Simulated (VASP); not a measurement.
A run of VASP 6.6.1 is set up as follows.

File INCAR:

```
PREC     = Accurate       # precision mode
ENCUT    = 520            # plane-wave cutoff, eV
EDIFF    = 1E-6           # SCF threshold, eV
ISMEAR   = 0              # smearing method
SIGMA    = 0.15           # smearing width, eV
LREAL    = F              # projectors in reciprocal space
LASPH    = T              # aspherical terms in the spheres
NELM     = 100            # most SCF steps
ALGO     = Normal         # electronic algorithm
ISIF     = 2              # what is computed and relaxed
LWAVE    = F              # write WAVECAR
LCHARG   = F              # write CHGCAR
NBANDS   = 8              # bands
```

KPOINTS

```
regular mesh
0
Gamma
  24 24 20
```

POSCAR

```
Si
1.0
    2.6991590993      0.0000000000      0.0000000000
   -1.3495795497      2.3375403489      0.0000000000
    0.0000000000      0.0000000000      2.5033497058
Si
1
Direct
    0.0000000000      0.0000000000      0.0000000000
```

Potentials or basis: VASP PAW LDA potentials, release 64 (Si).

Run with:

```bash
$ cat potpaw_LDA.64/Si/POTCAR > POTCAR
$ mpirun -np 1 vasp_std > vasp.out
```

Predict the pressure.

-7.6 GPa.

Predict the band gap on the k mesh.

zero (band 2 reaches 16.33 eV, above the bottom of band 3 at 4.49 eV).

Stress tensor (GPa, compression positive):
```
-8.14  0.00  0.00
 0.00 -8.14  0.00
 0.00  0.00 -6.56
```

Caveat: the cell differs from its parent crystal (strain +0.030 along x and y, +0.015 along z).
